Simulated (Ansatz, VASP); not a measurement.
**P: VASP beside Ansatz**

```
P
1.0
     1.65961   -5.55679    0.00000
     1.65961    5.55679    0.00000
     0.00000    0.00000    4.54687
P
4
Direct
  0.09552 0.90448 0.91422
  0.59552 0.40448 0.58578
  0.90448 0.09552 0.08578
  0.40448 0.59552 0.41422
```

Alike in both runs: functional PBE; k mesh 6 × 6 × 4; occupations gaussian, width 0.1 eV; no spin polarisation.

Ansatz relaxed the structure, and its values are those at the end. VASP's run is a single point on that final structure, the one shown.

|  | VASP | Ansatz |
| --- | --- | --- |
| version | VASP 6.6.1 | Ansatz 0.2.0 |
| potentials or method | VASP PAW PBE potentials, release 64 (P), cutoff 520 eV | scalar-relativistic, plane waves, PAW |
| valence electrons in the cell | 20 | 20 |

|  | VASP | Ansatz | Ansatz less VASP |
| --- | --- | --- | --- |
| gap on the k mesh at the Fermi level (eV) | 0.11 | 0.10 | -0.017 |
| least direct gap on the mesh (eV) | 0.11 | 0.10 | -0.017 |
| pressure (GPa) | -0.3 | 0.0 | +0.31 |
| rms of the force components (eV/Å) | 0.037 | 0.007 | -0.0298 |

With one functional, cell and mesh, what is left measures potentials, basis and numerics.
